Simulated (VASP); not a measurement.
Runs of VASP 6.6.1 on H. The structure is that of space group I4/mmm (No. 139), or close to it. The cells are those of the table. 

| task | cell | k mesh | cutoff (eV) | gap on the mesh (eV) | pressure (GPa) | largest force (eV/Å) |
| --- | --- | --- | --- | --- | --- | --- |
| single point | a = 3.518 Å, angles 116.8, 116.8, 95.6°, 2 atoms | 10 × 10 × 10 | 520 | 10.35 | -0.1 | - |
| relaxation of cell and atoms | relaxed from a = 3.156 Å, angles 115.2, 115.2, 98.6°, 2 atoms | 10 × 10 × 10 | 600 | 9.90 | 0.0 | - |
| single point | a = 3.484 Å, angles 116.8, 116.8, 95.6°, 2 atoms | 10 × 10 × 10 | 520 | 10.30 | -0.1 | 0.01 |
| relaxation of cell and atoms | relaxed from a = 3.484 Å, angles 116.8, 116.8, 95.6°, 2 atoms | 10 × 10 × 10 | 600 | 10.30 | 0.0 | - |
| single point | a = 2.489 Å, angles 119.5, 119.5, 90.9°, 2 atoms | 12 × 12 × 12 | 520 | (a) | 7.5 | 0.01 |

Alike in all rows: level r2SCAN; potentials or basis VASP PAW PBE potentials, release 64 (H); no spin polarisation; smearing gaussian 0.02 eV.

Question: Fill in the values left out.

Answer: (a) 7.85.

Caveats: the PAW data sets were made with another functional, which shifts forces and pressure a little; the relaxation stopped at its first step, so nothing moved (some runs).

A k mesh can miss the band edges.
